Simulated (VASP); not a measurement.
# MoH5 (P6/mmm) in VASP: a series of runs, part 2 of 2

VASP 6.6.1. The steps go on from the part before.

## (3) Relaxation of cell and atoms, PBE

This run uses another cell than the first one, of 6.36 Å³/atom, 1.003 times its volume.

INCAR

```
SYSTEM = MoH5
PREC     = Accurate       ! precision mode
ENCUT    = 600            ! plane-wave cutoff, eV
EDIFF    = 1E-6           ! SCF threshold, eV
ISMEAR   = 0              ! smearing method
SIGMA    = 0.1            ! smearing width, eV
LREAL    = .False.        ! projectors in reciprocal space
LASPH    = .True.         ! aspherical terms in the spheres
NELM     = 100            ! most SCF steps
ALGO     = Normal         ! electronic algorithm
ISIF     = 3              ! what is computed and relaxed
LWAVE    = .False.        ! write WAVECAR
LCHARG   = .False.        ! write CHGCAR
GGA      = PE             ! functional
IBRION   = 2              ! ionic algorithm
NSW      = 100            ! ionic steps
EDIFFG   = -0.01          ! ionic threshold
```

KPOINTS

```
Automatic mesh
0
Gamma
  18 18 6
  0 0 0
```

POSCAR

```
MoH5
1.0
    2.5868806274      0.0000000000      0.0000000000
   -1.2934403137      2.2403043399      0.0000000000
    0.0000000000      0.0000000000      6.5877472435
H Mo
5 1
Direct
    0.3333333333      0.6666666667      0.5000000000
    0.6666666667      0.3333333333      0.5000000000
    0.0000000000      0.0000000000      0.2787577323
    0.0000000000      0.0000000000      0.7212422677
    0.0000000000      0.0000000000      0.5000000000
    0.0000000000      0.0000000000      0.0000000000
```

Potentials or basis: VASP PAW PBE potentials, release 64 (H, Mo_sv).

On the command line:

```
$ cat potpaw_PBE.64/H/POTCAR potpaw_PBE.64/Mo_sv/POTCAR > POTCAR
$ mpirun -np 1 vasp_std > vasp.out
```

OUTCAR:

```text
SYSTEM = MoH5
   PREC = Accurate
   ENCUT = 600
   EDIFF = 1E-6
   ISMEAR = 0
   LREAL = .False.
   LASPH = .True.
   NELM = 100
   ISIF = 3
   GGA = PE
   IBRION = 2
   NSW = 100
   EDIFFG = -0.01

 ion  position               nearest neighbor table
   1  0.333  0.667  0.500-
   2  0.667  0.333  0.500-
   3  0.000  0.000  0.279-   6 1.84
   4  0.000  0.000  0.721-   6 1.84
   5  0.000  0.000  0.500-
   6  0.000  0.000  0.000-   3 1.84   4 1.84

  LATTYP: Found a hexagonal cell.
 ALAT       =     2.5868806274
 C/A-ratio  =     2.5465988549

  Lattice vectors:

 A1 = (   2.5868806274,   0.0000000000,   0.0000000000)
 A2 = (  -1.2934403137,   2.2403043399,   0.0000000000)
 A3 = (   0.0000000000,   0.0000000000,   6.5877472435)

Analysis of symmetry for initial positions (statically):
=====================================================================
 Subroutine PRICEL returns:
 Original cell was already a primitive cell.

 Routine SETGRP: Setting up the symmetry group for a
 hexagonal supercell.

 Subroutine GETGRP returns: Found 24 space group operations
 (whereof 24 operations were pure point group operations)
 out of a pool of 24 trial point group operations.

The static configuration has the point symmetry D_6h.

Analysis of symmetry for dynamics (positions and initial velocities):
=====================================================================
 Subroutine PRICEL returns:
 Original cell was already a primitive cell.

 Routine SETGRP: Setting up the symmetry group for a
 hexagonal supercell.

 Subroutine GETGRP returns: Found 24 space group operations
 (whereof 24 operations were pure point group operations)
 out of a pool of 24 trial point group operations.

The dynamic configuration has the point symmetry D_6h.

 Subroutine INISYM returns: Found 24 space group operations
 (whereof 24 operations are pure point group operations),
 and found     1 'primitive' translations

----------------------------------------------------------------------------------------

                                     Primitive cell

  volume of cell :      38.1786

  direct lattice vectors                    reciprocal lattice vectors
     2.586880627  0.000000000  0.000000000     0.386565963  0.223183963  0.000000000
    -1.293440314  2.240304340  0.000000000     0.000000000  0.446367925  0.000000000
     0.000000000  0.000000000  6.587747243     0.000000000  0.000000000  0.151796959

  length of vectors
     2.586880627  2.586880627  6.587747243     0.446367925  0.446367925  0.151796959

  position of ions in fractional coordinates (direct lattice)
     0.333333333  0.666666667  0.500000000
     0.666666667  0.333333333  0.500000000
     0.000000000  0.000000000  0.278757732
     0.000000000  0.000000000  0.721242268
     0.000000000  0.000000000  0.500000000
     0.000000000  0.000000000  0.000000000

  ion indices of the primitive-cell ions
   primitive index   ion index
                 1           1
                 2           2
                 3           3
                 4           4
                 5           5
                 6           6
[... 61 lines left out ...]
   NGXF,Y,Z  is equivalent  to a cutoff of  30.85, 30.85, 27.25 a.u.
 SYSTEM =  MoH5
   PREC   = accura    normal or accurate (medium, high low for compatibility)
   ISTART =      0    job   : 0-new  1-cont  2-samecut
   ICHARG =      2    charge: 1-file 2-atom 10-const
   ISPIN  =      1    spin polarized calculation?
   LNONCOLLINEAR =      F non collinear calculations
   LSORBIT =      F    spin-orbit coupling
   LASPH  =      T    aspherical Exc in radial PAW
   ENCUT  =  600.0 eV  44.10 Ry    6.64 a.u.   5.17  5.17 13.16*2*pi/ulx,y,z
   NELM   =    100;   NELMIN=  2; NELMDL= -5     # of ELM steps
   EDIFF  = 0.1E-05   stopping-criterion for ELM
   LREAL  =      F    real-space projection
   EDIFFG = -.1E-01   stopping-criterion for IOM
   NSW    =    100    number of steps for IOM
   IBRION =      2    ionic relax: 0-MD 1-quasi-New 2-CG
   NFREE  =      1    steps in history (QN), initial steepest desc. (CG)
   ISIF   =      3    stress and relaxation
   ISYM   =      2    0-nonsym 1-usesym 2-fastsym
   POTIM  = 0.5000    time-step for ionic-motion
   TEBEG  =    0.0;   TEEND  =   0.0 temperature during run
   PSTRESS=    0.0 pullay stress
   NELECT =      19.0000    total number of electrons
   NUPDOWN=      -1.0000    fix difference up-down
   EMIN   =  10.00;   EMAX   =-10.00  energy-range for DOS
   EFERMI =   0.00;   METHOD = LEGACY
   ISMEAR =     0;   SIGMA  =   0.10  broadening in eV -4-tet -1-fermi 0-gaus
   EFERMI_NEDOS =   21; number of points for ismear=-14 and -15
   IALGO  =     38    algorithm
   IMIX   =      4    mixing-type and parameters
     AMIX     =   0.40;   BMIX     =  1.00
     AMIX_MAG =   1.60;   BMIX_MAG =  1.00
  volume/ion in A,a.u.               =       6.36        42.94
  Fermi-wavevector in a.u.,A,eV,Ry     =   1.297336  2.451610 22.899715  1.683082
  Thomas-Fermi vector in A             =   2.428735
   LORBIT       =      0    0 simple, 1 ext, 2 COOP (PROOUT), +10 PAW based schemes
   GGA     = PE    functional components
   LHFCALC =     F    Hartree Fock is set to
   AEXX    =    0.0000 exact exchange contribution
   IVDW    =     0    specifies the selected vdW correction
   LEPSILON=     F    determine dielectric tensor
   LRPA    =     F    only Hartree local field effects (RPA)
 conjugate gradient relaxation of ions
 non-spin polarized calculation
 Gauss-broadening in eV      SIGMA  =   0.10
  energy-cutoff  :      600.00
  volume of cell :       38.18
 maximum number of plane-waves:      1290
 NGX is ok and might be reduce to    24
   NGX = 11   NGY = 11   NGZ = 27

--------------------------------------- Ionic step        1  -------------------------------------------

 number of electron      19.0000001 magnetization

 Free energy of the ion-electron system (eV)
  ---------------------------------------------------
  ext. energy  EPLUGINS =         0.00000000
  ---------------------------------------------------
  free energy    TOTEN  =       -21.93678452 eV

  energy without entropy =      -21.92706516  energy(sigma->0) =      -21.93192484

------------------------ aborting loop because EDIFF is reached ----------------------------------------

  FORCE on cell =-STRESS in cart. coord.  units (eV):
  Direction    XX          YY          ZZ          XY          YZ          ZX
  --------------------------------------------------------------------------------------
  -------------------------------------------------------------------------------------
  Total        0.9335303      0.9335303     -0.2178435      0.0000000     -0.0000000      0.0000000
  in kB       39.1758719     39.1758719     -9.1418659      0.0000000     -0.0000000      0.0000000
  external PRESSURE =      23.0699593 kB  Pullay stress =       0.0000000 kB
[... 307 lines left out ...]
--------------------------------------- Ionic step        9  -------------------------------------------

 number of electron      19.0000000 magnetization

 Free energy of the ion-electron system (eV)
  ---------------------------------------------------
  ext. energy  EPLUGINS =         0.00000000
  ---------------------------------------------------
  free energy    TOTEN  =       -21.95461893 eV

  energy without entropy =      -21.94630517  energy(sigma->0) =      -21.95046205

 E-fermi :   4.8241     XC(G=0): -10.9288

 val. band max:        4.8140461964   @ k =   0.3333   0.3333   0.0000
 cond. band min:       4.8415982835   @ k =   0.1667   0.1667   0.1667
 fundamental gap:      0.0275520871
 Fermi energy:         4.8240706713

 k-point     1 :       0.0000    0.0000    0.0000
  band No.  band energies     occupation
      1     -56.0816      2.00000
      2     -30.2174      2.00000
      3     -29.0560      2.00000
      4     -29.0560      2.00000
      5      -7.7430      2.00000
      6      -0.3728      2.00000
      7      -0.2266      2.00000
      8       0.7968      2.00000
      9       4.3585      2.00000
     10       4.3585      2.00000
     11       7.9419      0.00000
     12       7.9419      0.00000
     13      12.1957      0.00000
[... 354 lines left out ...]
  band No.  band energies     occupation
      1     -55.7219      2.00000
      2     -30.8781      2.00000
      3     -29.8999      2.00000
      4     -29.6448      2.00000
      5      -2.3968      2.00000
      6       0.8517      2.00000
      7       1.1254      2.00000
      8       1.8680      2.00000
      9       3.8258      2.00000
     10       3.9781      2.00000
     11       6.1181      0.00000
     12       7.1029      0.00000
     13       8.5885      0.00000

 [... further k-points ...]

------------------------ aborting loop because EDIFF is reached ----------------------------------------

  FORCE on cell =-STRESS in cart. coord.  units (eV):
  Direction    XX          YY          ZZ          XY          YZ          ZX
  --------------------------------------------------------------------------------------
  -------------------------------------------------------------------------------------
  Total       -0.0109603     -0.0109603      0.0563589      0.0000000     -0.0000000      0.0000000
  in kB       -0.4614203     -0.4614203      2.3726753      0.0000000     -0.0000000      0.0000000
  external PRESSURE =       0.4832782 kB  Pullay stress =       0.0000000 kB
[... 21 lines left out ...]
  FREE ENERGIE OF THE ION-ELECTRON SYSTEM (eV)
  ---------------------------------------------------
  free  energy   TOTEN  =       -21.9546189343 eV

  energy  without entropy=      -21.9463051677  energy(sigma->0) =      -21.95046205

 reached required accuracy - stopping structural energy minimisation
```

Wall time 6.1 min (1 thread of Intel Xeon 6975P-C, shared host); peak memory 0.26 GiB.

What came out:

| Property | Result |
| --- | --- |
| Free energy | -21.9546 eV |
| Relaxed volume | 6.34 Å³/atom |
| Relaxed cell | a = 2.618 Å, b = 2.618 Å, c = 6.413 Å, α = 90.00°, β = 90.00°, γ = 120.00° |
| Space group after relaxing (to 0.05 Å) | P6/mmm (No. 191) |
| Energy gained by relaxing | 3.0 meV/atom |
| Ionic steps | 9 |
| Pressure after relaxing | 0.0 GPa |
| Largest force after relaxing | 0.008 eV/Å |

Forces in eV/Å, atoms in the order of the input:
```
H    0.000  0.000  0.000
H    0.000  0.000  0.000
H    0.000  0.000  0.008
H    0.000  0.000 -0.008
H    0.000  0.000  0.000
Mo   0.000  0.000  0.000
```

Stress tensor (GPa, compression positive):
```
-0.05  0.00  0.00
 0.00 -0.05  0.00
 0.00  0.00  0.24
```

The path:
| step | energy change (eV) | largest force (eV/Å) | pressure (GPa) | volume (Å³) |
| --- | --- | --- | --- | --- |
| 1 | 0.0000 | 0.0571 | 2.31 | 38.18 |
| 2 | -0.0093 | 0.0767 | 0.28 | 38.69 |
| 3 | -0.0101 | 0.0843 | -0.46 | 38.88 |
| 4 | -0.0112 | 0.0789 | -0.43 | 38.81 |
| 5 | -0.0142 | 0.0619 | -0.34 | 38.61 |
| 6 | -0.0176 | 0.0239 | -0.08 | 38.19 |
| 7 | -0.0178 | 0.0051 | 0.06 | 38.03 |
| 8 | -0.0178 | 0.0104 | 0.02 | 38.07 |
| 9 | -0.0178 | 0.0081 | 0.05 | 38.06 |

Final structure:
```yaml
crystal:
  lattice:
    - [2.61778, 0.00000, 0.00000]
    - [-1.30889, 2.26706, 0.00000]
    - [0.00000, 0.00000, 6.41267]
  atoms:
    - { symbol: H, position: [0.33333, 0.66667, 0.50000] }
    - { symbol: H, position: [0.66667, 0.33333, 0.50000] }
    - { symbol: H, position: [0.00000, 0.00000, 0.28780] }
    - { symbol: H, position: [0.00000, 0.00000, 0.71220] }
    - { symbol: H, position: [0.00000, 0.00000, 0.50000] }
    - { symbol: Mo, position: [0.00000, 0.00000, 0.00000] }
```

Caveat: the bands computed are all filled at some k points, so no gap is given.
